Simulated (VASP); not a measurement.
## Ni: single point with PBE

The system is Ni.

```xyz
2
Lattice="0.0000 -1.7711 -1.7711 -3.5421 -1.7711 -1.7711 0.0000 1.7711 -1.7711" Properties=species:S:1:pos:R:3 pbc="T T T"
Ni    0.0000    0.0000    0.0000
Ni   -1.7711    0.0000   -1.7711
```

* Program: VASP 6.6.1
* Task: single point
* Functional: PBE
* Potentials or basis: VASP PAW PBE potentials, release 64 (Ni)
* Cutoff: 520 eV
* k mesh: 12 × 7 × 10
* Occupations: fermi-dirac, width 0.1 eV
* Spin: collinear spin, antiferromagnetic start
* Starting moments: [2.0, -2.0] μB
* Dipole correction: no
* Further INCAR settings: ALGO = Normal; EDIFF = 1e-06; NBANDS = 21; ISYM = 0

```
Pressure                                              : -4.3 GPa
Band gap on the k mesh                                : zero (filled and empty bands overlap)
Net moment                                            : 0.00 μB per cell
Valence electrons inside the program's atomic spheres : Ni 9.28
```

Stress tensor (GPa, compression positive):
```
-4.08 -0.03 -0.03
-0.03 -4.46  0.02
-0.03  0.02 -4.46
```

Levels at points of the mesh, in eV from the Fermi level:
Spin up:
```tsv
k point	band 7	band 8	band 9	band 10	band 11	band 12	band 13	band 14
(0.00, 0.00, 0.00)	-0.76	-0.76	-0.06	0.14	0.14	2.58	9.33	14.80
(0.50, 0.00, 0.00)	-0.12	-0.12	-0.04	-0.04	-0.04	-0.04	5.90	5.90
(0.00, 0.00, 0.50)	-1.19	-1.19	-0.78	-0.78	1.38	1.38	11.60	11.60
(0.50, 0.00, 0.50)	-0.83	-0.83	0.14	0.14	7.87	7.87	7.87	7.87
```
Spin down:
```
           k point  band 8  band 9  band 10  band 11  band 12  band 13
(0.00, 0.00, 0.00)   -0.76   -0.06     0.14     0.14     2.58     9.33
(0.50, 0.00, 0.00)   -0.12   -0.04    -0.04    -0.04    -0.04     5.90
(0.00, 0.00, 0.50)   -1.19   -0.78    -0.78     1.38     1.38    11.60
(0.50, 0.00, 0.50)   -0.83    0.14     0.14     7.87     7.87     7.87
```

Wall time 4.4 min on 1 thread of AMD EPYC 9R45 (Zen 5) (shared host), peak memory 0.32 GiB.

Caveat: the cell stands under tension; the moments typed at the start vanished in this run.
